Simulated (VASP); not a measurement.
# InSb3 (R-3m) in VASP: a series of runs, part 2 of 2

VASP 6.6.1.

**3. Single point, PBE**

Input file INCAR:

```
SYSTEM = InSb3
PREC = Accurate
ENCUT = 520
EDIFF = 1E-6
ISMEAR = 0
SIGMA = 0.15
LREAL = .False.
LASPH = .True.
NELM = 80
ALGO = Normal
ISIF = 2
LWAVE = .False.
LCHARG = .False.
GGA = PE
NBANDS = 22
```

Input file KPOINTS:

```
regular mesh
0
Gamma
  8 8 8
  0 0 0
```

Input file POSCAR:

```
InSb3
1.0
    4.6694468200     -0.1124036941     -0.1124036941
   -0.1124036941      4.6694468200     -0.1124036941
   -0.1124036941     -0.1124036941      4.6694468200
In Sb
1 3
Direct
    0.0000000000      0.0000000000      0.0000000000
    0.5000000000      0.0000000000      0.5000000000
    0.0000000000      0.5000000000      0.5000000000
    0.5000000000      0.5000000000      0.0000000000
```

Potentials or basis: VASP PAW PBE potentials, release 64 (In_d, Sb).

Command:

```console
cat potpaw_PBE.64/In_d/POTCAR potpaw_PBE.64/Sb/POTCAR > POTCAR
mpirun -np 1 vasp_std > vasp.out
```

OUTCAR:

```text
SYSTEM = InSb3
   PREC = Accurate
   ENCUT = 520
   EDIFF = 1E-6
   ISMEAR = 0
   LREAL = .False.
   LASPH = .True.
   NELM = 80
   ISIF = 2
   GGA = PE

 ion  position               nearest neighbor table
   1  0.000  0.000  0.000-   2 3.22   3 3.22   4 3.22   3 3.22   2 3.22   4 3.22   4 3.38   2 3.38
                             2 3.38   4 3.38   3 3.38   3 3.38
   2  0.500  0.000  0.500-   1 3.22   3 3.22   4 3.22   4 3.22   1 3.22   3 3.22   4 3.38   1 3.38
                             1 3.38   3 3.38   4 3.38   3 3.38
   3  0.000  0.500  0.500-   1 3.22   2 3.22   4 3.22   1 3.22   4 3.22   2 3.22   2 3.38   1 3.38
                             2 3.38   4 3.38   4 3.38   1 3.38
   4  0.500  0.500  0.000-   1 3.22   2 3.22   3 3.22   2 3.22   3 3.22   1 3.22   2 3.38   2 3.38
                             1 3.38   3 3.38   3 3.38   1 3.38

  LATTYP: Found a trigonal (rhomboedric) cell.
 ALAT       =     4.6721518368
 COS(alpha) =    -0.0475097999

  Lattice vectors:

 A1 = (   4.6694468200,  -0.1124036941,  -0.1124036941)
 A2 = (  -0.1124036941,   4.6694468200,  -0.1124036941)
 A3 = (  -0.1124036941,  -0.1124036941,   4.6694468200)

Analysis of symmetry for initial positions (statically):
=====================================================================
 Subroutine PRICEL returns:
 Original cell was already a primitive cell.

 Routine SETGRP: Setting up the symmetry group for a
 trigonal (rhombohedral) supercell.

 Subroutine GETGRP returns: Found 12 space group operations
 (whereof 12 operations were pure point group operations)
 out of a pool of 12 trial point group operations.

The static configuration has the point symmetry D_3d.

Analysis of symmetry for dynamics (positions and initial velocities):
=====================================================================
 Subroutine PRICEL returns:
 Original cell was already a primitive cell.

 Routine SETGRP: Setting up the symmetry group for a
 trigonal (rhombohedral) supercell.

 Subroutine GETGRP returns: Found 12 space group operations
 (whereof 12 operations were pure point group operations)
 out of a pool of 12 trial point group operations.

The dynamic configuration has the point symmetry D_3d.

 Subroutine INISYM returns: Found 12 space group operations
 (whereof 12 operations are pure point group operations),
 and found     1 'primitive' translations

----------------------------------------------------------------------------------------

                                     Primitive cell

  volume of cell :     101.6315

  direct lattice vectors                    reciprocal lattice vectors
     4.669446820 -0.112403694 -0.112403694     0.214412751  0.005288689  0.005288689
    -0.112403694  4.669446820 -0.112403694     0.005288689  0.214412751  0.005288689
    -0.112403694 -0.112403694  4.669446820     0.005288689  0.005288689  0.214412751

  length of vectors
     4.672151837  4.672151837  4.672151837     0.214543161  0.214543161  0.214543161

  position of ions in fractional coordinates (direct lattice)
     0.000000000  0.000000000  0.000000000
     0.500000000  0.000000000  0.500000000
     0.000000000  0.500000000  0.500000000
     0.500000000  0.500000000  0.000000000

  ion indices of the primitive-cell ions
   primitive index   ion index
                 1           1
                 2           2
                 3           3
                 4           4

----------------------------------------------------------------------------------------

 KPOINTS: regular mesh

Automatic generation of k-mesh.
 Grid dimensions read from file:
 generate k-points for:    8    8    8

 Generating k-lattice:

  Cartesian coordinates                     Fractional coordinates (reciprocal lattice)
     0.026801594  0.000661086  0.000661086     0.125000000  0.000000000  0.000000000
     0.000661086  0.026801594  0.000661086     0.000000000  0.125000000  0.000000000
     0.000661086  0.000661086  0.026801594     0.000000000  0.000000000  0.125000000

  Length of vectors
     0.026817895  0.026817895  0.026817895

  Shift w.r.t. Gamma in fractional coordinates (k-lattice)
     0.000000000  0.000000000  0.000000000

 Subroutine IBZKPT returns following result:
 ===========================================

 Found     65 irreducible k-points:

 Following reciprocal coordinates:
            Coordinates               Weight
  0.000000  0.000000  0.000000      1.000000
  0.125000 -0.000000 -0.000000      6.000000
  0.250000 -0.000000 -0.000000      6.000000
  0.375000 -0.000000  0.000000      6.000000
  0.500000 -0.000000 -0.000000      3.000000
  0.125000  0.125000 -0.000000      6.000000
[... 16 lines left out ...]
  0.250000  0.125000  0.125000      6.000000
  0.375000  0.125000  0.125000      6.000000
 [... further k-points ...]
   k-points           NKPTS =     65   k-points in BZ     NKDIM =     65   number of bands    NBANDS=     22
   number of dos      NEDOS =    301   number of ions     NIONS =      4
   total plane-waves  NPLWV =  46656
   dimension x,y,z NGX =    36 NGY =   36 NGZ =   36
   dimension x,y,z NGXF=    72 NGYF=   72 NGZF=   72
   ions per type =               1   3
   NGX,Y,Z   is equivalent  to a cutoff of  12.81, 12.81, 12.81 a.u.
   NGXF,Y,Z  is equivalent  to a cutoff of  25.62, 25.62, 25.62 a.u.
 SYSTEM =  InSb3
   PREC   = accura    normal or accurate (medium, high low for compatibility)
   ISTART =      0    job   : 0-new  1-cont  2-samecut
   ICHARG =      2    charge: 1-file 2-atom 10-const
   ISPIN  =      1    spin polarized calculation?
   LNONCOLLINEAR =      F non collinear calculations
   LSORBIT =      F    spin-orbit coupling
   LASPH  =      T    aspherical Exc in radial PAW
   ENCUT  =  520.0 eV  38.22 Ry    6.18 a.u.   8.69  8.69  8.69*2*pi/ulx,y,z
   NELM   =     80;   NELMIN=  2; NELMDL= -5     # of ELM steps
   EDIFF  = 0.1E-05   stopping-criterion for ELM
   LREAL  =      F    real-space projection
   EDIFFG = 0.1E-04   stopping-criterion for IOM
   NSW    =      0    number of steps for IOM
   IBRION =     -1    ionic relax: 0-MD 1-quasi-New 2-CG
   NFREE  =      0    steps in history (QN), initial steepest desc. (CG)
   ISIF   =      2    stress and relaxation
   ISYM   =      2    0-nonsym 1-usesym 2-fastsym
   POTIM  = 0.5000    time-step for ionic-motion
   TEBEG  =    0.0;   TEEND  =   0.0 temperature during run
   PSTRESS=    0.0 pullay stress
   NELECT =      28.0000    total number of electrons
   NUPDOWN=      -1.0000    fix difference up-down
   EMIN   =  10.00;   EMAX   =-10.00  energy-range for DOS
   EFERMI =   0.00;   METHOD = LEGACY
   ISMEAR =     0;   SIGMA  =   0.15  broadening in eV -4-tet -1-fermi 0-gaus
   EFERMI_NEDOS =   21; number of points for ismear=-14 and -15
   IALGO  =     38    algorithm
   IMIX   =      4    mixing-type and parameters
     AMIX     =   0.40;   BMIX     =  1.00
     AMIX_MAG =   1.60;   BMIX_MAG =  1.00
  volume/ion in A,a.u.               =      25.41       171.46
  Fermi-wavevector in a.u.,A,eV,Ry     =   1.065249  2.013030 15.439299  1.134756
  Thomas-Fermi vector in A             =   2.200795
   LORBIT       =      0    0 simple, 1 ext, 2 COOP (PROOUT), +10 PAW based schemes
   GGA     = PE    functional components
   LHFCALC =     F    Hartree Fock is set to
   AEXX    =    0.0000 exact exchange contribution
   IVDW    =     0    specifies the selected vdW correction
   LEPSILON=     F    determine dielectric tensor
   LRPA    =     F    only Hartree local field effects (RPA)
 non-spin polarized calculation
 Gauss-broadening in eV      SIGMA  =   0.15
  energy-cutoff  :      520.00
  volume of cell :      101.63
 maximum number of plane-waves:      2763
   NGX = 17   NGY = 17   NGZ = 17

 number of electron      27.9999990 magnetization

 Free energy of the ion-electron system (eV)
  ---------------------------------------------------
  ext. energy  EPLUGINS =         0.00000000
  ---------------------------------------------------
  free energy    TOTEN  =       -14.04315082 eV

  energy without entropy =      -14.02191954  energy(sigma->0) =      -14.03253518

 E-fermi :   8.9518     XC(G=0): -10.4562

 val. band max:        8.9407163691   @ k =  -0.2500   0.2500   0.2500
 cond. band min:       8.9563842365   @ k =   0.5000   0.1250   0.1250
 fundamental gap:      0.0156678674
 Fermi energy:         8.9517616921

 k-point     1 :       0.0000    0.0000    0.0000
  band No.  band energies     occupation
      1      -5.6850      2.00000
      2      -5.6850      2.00000
      3      -5.6577      2.00000
      4      -5.6577      2.00000
      5      -5.6556      2.00000
      6      -3.8763      2.00000
[... 589 lines left out ...]
     21      13.8498      0.00000
     22      14.9012      0.00000

 [... further k-points ...]
[... 5 lines left out ...]
  --------------------------------------------------------------------------------------
  -------------------------------------------------------------------------------------
  Total        3.8165230      3.8165230      3.8165230      0.5577869      0.5577869      0.5577869
  in kB       60.1658341     60.1658341     60.1658341      8.7932696      8.7932696      8.7932696
  external PRESSURE =      60.1658341 kB  Pullay stress =       0.0000000 kB

 VOLUME and BASIS-vectors are now :
 -----------------------------------------------------------------------------
  energy-cutoff  :      520.00
  volume of cell :      101.63
      direct lattice vectors                 reciprocal lattice vectors
     4.669446820 -0.112403694 -0.112403694     0.214412751  0.005288689  0.005288689
    -0.112403694  4.669446820 -0.112403694     0.005288689  0.214412751  0.005288689
    -0.112403694 -0.112403694  4.669446820     0.005288689  0.005288689  0.214412751

 POSITION                                       TOTAL-FORCE (eV/Angst)
 -----------------------------------------------------------------------------------
      0.00000      0.00000      0.00000         0.000000     -0.000000      0.000000
      2.27852     -0.11240      2.27852        -0.000000     -0.000000     -0.000000
     -0.11240      2.27852      2.27852         0.000000      0.000000      0.000000
      2.27852      2.27852     -0.11240         0.000000      0.000000      0.000000
 -----------------------------------------------------------------------------------
    total drift:                               -0.000000     -0.000000     -0.000000

  FREE ENERGIE OF THE ION-ELECTRON SYSTEM (eV)
  ---------------------------------------------------
  free  energy   TOTEN  =       -14.0431508231 eV

  energy  without entropy=      -14.0219195386  energy(sigma->0) =      -14.03253518
```

Wall time 1.9 min (1 thread of Intel Xeon 8259CL, shared host); peak memory 0.29 GiB.

Results:

- Free energy: -14.0432 eV
- Pressure: 6.0 GPa
- Band gap on the k mesh: zero (bands 14 and 15 overlap by 4.62 eV)

Stress tensor (GPa, compression positive):
```
6.02 0.88 0.88
0.88 6.02 0.88
0.88 0.88 6.02
```

Caveat: the cell stands under pressure; spin-orbit coupling is left out, which moves the levels of the heavy elements.
